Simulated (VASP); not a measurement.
# Pb (Fm-3m) in VASP: further runs, part 2 of 2

VASP 6.6.1. The steps go on from the part before.

**5. Relaxation of cell and atoms, PBE, target pressure 60 GPa, at which the enthalpy is minimised**

INCAR reads:

```
SYSTEM = Pb
  PREC = Accurate
  ENCUT = 500
  EDIFF = 1E-7
  ISMEAR = -1
  SIGMA = 0.05
  LREAL = .FALSE.
  LASPH = .TRUE.
  NELM = 120
  ALGO = Normal
  ISIF = 3
  LWAVE = .FALSE.
  LCHARG = .FALSE.
  GGA = PE
  IBRION = 2
  NSW = 60
  EDIFFG = -0.03
  PSTRESS = 600.0
  GGA_COMPAT = .FALSE.
  NELMIN = 4
```

KPOINTS reads:

```
regular mesh
0
G
  15 15 15
  0 0 0
```

POSCAR reads:

```
Pb
1.0
    0.0000000000      2.4750000000      2.4750000000
    2.4750000000      0.0000000000      2.4750000000
    2.4750000000      2.4750000000      0.0000000000
Pb
1
Direct
    0.0000000000      0.0000000000      0.0000000000
```

Potentials or basis: VASP PAW PBE potentials, release 64 (Pb_d).

Started as:

```sh
$ cat potpaw_PBE.64/Pb_d/POTCAR > POTCAR
$ mpirun -np 1 vasp_std > vasp.out
```

OUTCAR:

```text
SYSTEM = Pb
   PREC = Accurate
   ENCUT = 500
   EDIFF = 1E-7
   ISMEAR = -1
   LREAL = .FALSE.
   LASPH = .TRUE.
   NELM = 120
   ISIF = 3
   GGA = PE
   IBRION = 2
   NSW = 60
   EDIFFG = -0.03
   PSTRESS = 600.0
   NELMIN = 4

 ion  position               nearest neighbor table
   1  0.000  0.000  0.000-

  LATTYP: Found a face centered cubic cell.
 ALAT       =     4.9500000000

  Lattice vectors:

 A1 = (   0.0000000000,   2.4750000000,   2.4750000000)
 A2 = (   2.4750000000,   0.0000000000,   2.4750000000)
 A3 = (   2.4750000000,   2.4750000000,   0.0000000000)

Analysis of symmetry for initial positions (statically):
=====================================================================
 Subroutine PRICEL returns:
 Original cell was already a primitive cell.

 Routine SETGRP: Setting up the symmetry group for a
 face centered cubic supercell.

 Subroutine GETGRP returns: Found 48 space group operations
 (whereof 48 operations were pure point group operations)
 out of a pool of 48 trial point group operations.

The static configuration has the point symmetry O_h .

Analysis of symmetry for dynamics (positions and initial velocities):
=====================================================================
 Subroutine PRICEL returns:
 Original cell was already a primitive cell.

 Routine SETGRP: Setting up the symmetry group for a
 face centered cubic supercell.

 Subroutine GETGRP returns: Found 48 space group operations
 (whereof 48 operations were pure point group operations)
 out of a pool of 48 trial point group operations.

The dynamic configuration has the point symmetry O_h .

 Subroutine INISYM returns: Found 48 space group operations
 (whereof 48 operations are pure point group operations),
 and found     1 'primitive' translations

----------------------------------------------------------------------------------------

[... 106 lines left out ...]
   EFERMI_NEDOS =   21; number of points for ismear=-14 and -15
   IALGO  =     38    algorithm
   IMIX   =      4    mixing-type and parameters
     AMIX     =   0.40;   BMIX     =  1.00
     AMIX_MAG =   1.60;   BMIX_MAG =  1.00
  volume/ion in A,a.u.               =      30.32       204.62
  Fermi-wavevector in a.u.,A,eV,Ry     =   1.265316  2.391100 21.783259  1.601024
  Thomas-Fermi vector in A             =   2.398575
   LORBIT       =      0    0 simple, 1 ext, 2 COOP (PROOUT), +10 PAW based schemes
   GGA     = PE    functional components
   LHFCALC =     F    Hartree Fock is set to
   AEXX    =    0.0000 exact exchange contribution
   IVDW    =     0    specifies the selected vdW correction
   LEPSILON=     F    determine dielectric tensor
   LRPA    =     F    only Hartree local field effects (RPA)
 conjugate gradient relaxation of ions
 non-spin polarized calculation
  energy-cutoff  :      500.00
  volume of cell :       30.32
 maximum number of plane-waves:       785
 NGX is ok and might be reduce to    28
   NGX = 13   NGY = 13   NGZ = 13

--------------------------------------- Ionic step        1  -------------------------------------------

 number of electron      13.9999999 magnetization

 Free energy of the ion-electron system (eV)
  ---------------------------------------------------
  ext. energy  EPLUGINS =         0.00000000
  ---------------------------------------------------
  free energy    TOTEN  =        -3.55545962 eV

  energy without entropy =       -3.55095212  energy(sigma->0) =       -3.55320587

------------------------ aborting loop because EDIFF is reached ----------------------------------------

  FORCE on cell =-STRESS in cart. coord.  units (eV):
  Direction    XX          YY          ZZ          XY          YZ          ZX
  --------------------------------------------------------------------------------------
  -------------------------------------------------------------------------------------
  Total        0.4430224      0.4430224      0.4430224      0.0000000     -0.0000000     -0.0000000
  in kB       23.4088825     23.4088825     23.4088825      0.0000000     -0.0000000     -0.0000000
  external PRESSURE =    -576.5911175 kB  Pullay stress =     600.0000000 kB
[... 773 lines left out ...]
  band No.  band energies     occupation
      1      -8.7278      2.00000
      2      -8.5887      2.00000
      3      -8.5837      2.00000
      4      -8.5406      2.00000
      5      -8.4418      2.00000
      6      -3.1467      2.00000
      7      12.6426      0.00000
      8      14.3636      0.00000
      9      14.8421      0.00000
     10      17.4921      0.00000
     11      18.7561      0.00000

 [... further k-points ...]

[... ionic steps 4 to 7 ...]

--------------------------------------- Ionic step        8  -------------------------------------------

 number of electron      14.0000001 magnetization

------------------------ aborting loop because EDIFF is reached ----------------------------------------
[... 69 lines left out ...]
--------------------------------------- Ionic step       10  -------------------------------------------

 number of electron      14.0000001 magnetization

 Free energy of the ion-electron system (eV)
  ---------------------------------------------------
  ext. energy  EPLUGINS =         0.00000000
  ---------------------------------------------------
  free energy    TOTEN  =        -2.15167179 eV

  energy without entropy =       -2.14826407  energy(sigma->0) =       -2.14996793

 E-fermi :  13.4896     XC(G=0): -12.3828

 val. band max:       13.4759333251   @ k =  -0.4000   0.4667   0.0667
 cond. band min:      13.4949982375   @ k =  -0.3333   0.4667   0.2000
 fundamental gap:      0.0190649124
 Fermi energy:        13.4895680146
[... 368 lines left out ...]
  energy  without entropy=       -2.1482640728  energy(sigma->0) =       -2.14996793

  enthalpy is  TOTEN    =         5.3040200718 eV   P V=        7.4556918608

 reached required accuracy - stopping structural energy minimisation
```

OSZICAR:

```text
N       E                     dE             d eps       ncg     rms          rms(c)
DAV:   1     0.993734688256E+02    0.99373E+02   -0.72917E+03  2682   0.144E+03
DAV:   2     0.954970999805E+00   -0.98418E+02   -0.96342E+02  2706   0.317E+02
DAV:   3    -0.345701850833E+01   -0.44120E+01   -0.43838E+01  3172   0.788E+01
[... 114 lines left out ...]
DAV:   4    -0.215162843876E+01   -0.22186E-04   -0.45281E-04  2816   0.257E-01    0.195E-02
DAV:   5    -0.215166929086E+01   -0.40852E-04   -0.13524E-04  2782   0.109E-01    0.950E-03
DAV:   6    -0.215167321944E+01   -0.39286E-05   -0.77116E-06  3147   0.326E-02    0.158E-03
DAV:   7    -0.215167183925E+01    0.13802E-05   -0.98963E-07  2850   0.757E-03    0.418E-04
DAV:   8    -0.215167178900E+01    0.50253E-07   -0.21248E-08  1626   0.197E-03
  10 F= 0.53040201E+01 E0= 0.53057239E+01  d E =-.598823E-03
```

CONTCAR:

```text
Pb
   1.00000000000000
    -0.0000000000000000    2.1511585894645266    2.1511585894645266
     2.1511585894645266   -0.0000000000000000    2.1511585894645266
     2.1511585894645266    2.1511585894645266   -0.0000000000000000
  Pb
     1
Direct
     0.0000000000000000    0.0000000000000000    0.0000000000000000

  0.00000000E+00  0.00000000E+00  0.00000000E+00
```

Run time: 5.5 min. Hardware: 1 thread of Intel Xeon 6975P-C (Granite Rapids), shared host; peak memory 0.26 GiB.

What came out:

```yaml
Free_energy: -2.1517 eV
Relaxed_volume: 19.91 Å³/atom
Relaxed_cell: a = 3.042 Å, b = 3.042 Å, c = 3.042 Å, α = 60.00°, β = 60.00°, γ = 60.00°
Space_group_after_relaxing_to_0.1_Å: Fm-3m (No. 225)
Energy_change_on_relaxing_the_run_minimises_the_enthalpy: +1403.8 meV/atom
Ionic_steps: 10
Pressure_after_relaxing: 60.0 GPa
Band_gap_on_the_k_mesh: zero (bands 7 and 8 overlap by 12.01 eV)
```

The path:
```
step  energy change (eV)  largest force (eV/Å)  pressure (GPa)  volume (Å³)
   1              0.0000                0.0000            2.34        30.32
   2            194.2728                0.0000        15425.88         3.22
   3              0.0381                0.0000            5.43        28.72
   4              0.0978                0.0000            8.91        27.37
   5              2.2953                0.0000           93.14        18.01
   6              1.1834                0.0000           51.86        20.54
   7              1.3815                0.0000           59.17        19.97
   8              1.4487                0.0000           61.65        19.79
   9              1.2666                0.0000           54.93        20.29
  10              1.4038                0.0000           60.00        19.91
```

Final structure:
```
Pb
1.0
     0.00000    2.15116    2.15116
     2.15116    0.00000    2.15116
     2.15116    2.15116    0.00000
Pb
1
Direct
  0.00000 0.00000 0.00000
```

Caveat: the cell is relaxed towards a set pressure, so the run minimises the enthalpy, not the energy; the volume moved by over 15 % at a fixed basis, so the end points are rough; spin-orbit coupling is left out, which moves the levels of the heavy elements.

**6. Summary**

```csv
cell,gap on the mesh (eV),pressure (GPa)
relaxed,none,0.0
relaxed to 20 GPa,none,20.0
relaxed to 40 GPa,none,40.0
relaxed to 60 GPa,none,60.0
```

Alike in all rows: task relaxation of cell and atoms; level PBE; potentials or basis VASP PAW PBE potentials, release 64 (Pb_d); no spin polarisation; k mesh 15 × 15 × 15; cutoff (eV) 500; smearing fermi-dirac 0.05 eV.

Caveats: spin-orbit coupling is left out, which moves the levels of the heavy elements; the cell is relaxed towards a set pressure, so the run minimises the enthalpy, not the energy (at least some runs); the volume moved by over 15 % at a fixed basis, so the end points are rough (at least some runs).

Total energies depend on the potentials used, so only differences within one code and one set of settings carry meaning.
